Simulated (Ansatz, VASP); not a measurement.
## CsSnI3: VASP beside Ansatz

```
Cs Sn I
1.0
     6.20570    0.00000    0.00000
     0.00000    6.20570    0.00000
     0.00000    0.00000    6.20570
Cs Sn I
1 1 3
Direct
  0.00000 0.00000 0.00000
  0.50000 0.50000 0.50000
  0.00000 0.50000 0.50000
  0.50000 0.00000 0.50000
  0.50000 0.50000 0.00000
```

Alike in both runs: task single point; functional LDA; k mesh 4 × 4 × 4; occupations gaussian, width 0.1 eV; no spin polarisation.

|  | VASP | Ansatz |
| --- | --- | --- |
| version | VASP 6.6.1 | Ansatz 0.2.0 |
| potentials or method | VASP PAW LDA potentials, release 64 (Cs_sv, Sn_d, I), cutoff 520 eV | scalar-relativistic, plane waves, PAW |
| valence electrons in the cell | 44 | 74 |

Ansatz gave:

```
gap on the k mesh at the Fermi level (eV) : 0.29
least direct gap on the mesh (eV)         : 0.29
pressure (GPa)                            : -1.3
```

Question: Which values does VASP return?

Answer: gap on the k mesh at the Fermi level (eV): 0.26; least direct gap on the mesh (eV): 0.26; pressure (GPa): -1.3.

LDA's correlation is that of Perdew and Zunger in VASP and of Perdew and Wang (1992) in Ansatz. VASP's potentials hold 44 valence electrons a cell and Ansatz's 74, so a difference there can come from the potentials and not from the codes.

Neither program's run includes spin-orbit coupling.
